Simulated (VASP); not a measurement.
A run of VASP 6.6.1 is set up as follows.

The input INCAR:

```
SYSTEM = S
PREC     = Accurate       ! precision mode
ENCUT    = 520            ! plane-wave cutoff, eV
EDIFF    = 1E-6           ! SCF threshold, eV
ISMEAR   = -1             ! smearing method
SIGMA    = 0.08           ! smearing width, eV
LREAL    = .FALSE.        ! projectors in reciprocal space
LASPH    = .TRUE.         ! aspherical terms in the spheres
NELM     = 100            ! most SCF steps
ALGO     = Normal         ! electronic algorithm
ISIF     = 2              ! what is computed and relaxed
LWAVE    = .FALSE.        ! write WAVECAR
LCHARG   = .TRUE.         ! write CHGCAR
GGA      = PE             ! functional
LELF     = .TRUE.         ! ELF
LVHAR    = .TRUE.       
NBANDS   = 9              ! bands
```

KPOINTS

```
regular mesh
0
G
  16 16 16
  0 0 0
```

POSCAR

```
S
1.0
    0.0000000000      1.5287117391      1.5287117391
    1.5287117391      0.0000000000      1.5287117391
    1.5287117391      1.5287117391      0.0000000000
S
1
Direct
    0.0000000000      0.0000000000      0.0000000000
```

Potentials or basis: VASP PAW PBE potentials, release 64 (S).

Command:

```sh
$ cat potpaw_PBE.64/S/POTCAR > POTCAR
$ mpirun -np 1 vasp_std > vasp.out
```

(1) Estimate the band gap on the k mesh.

(2) Predict the pressure.

## Answers

(1) zero (band 3 reaches 34.04 eV, above the bottom of band 4 at 14.87 eV).

(2) 300.9 GPa.
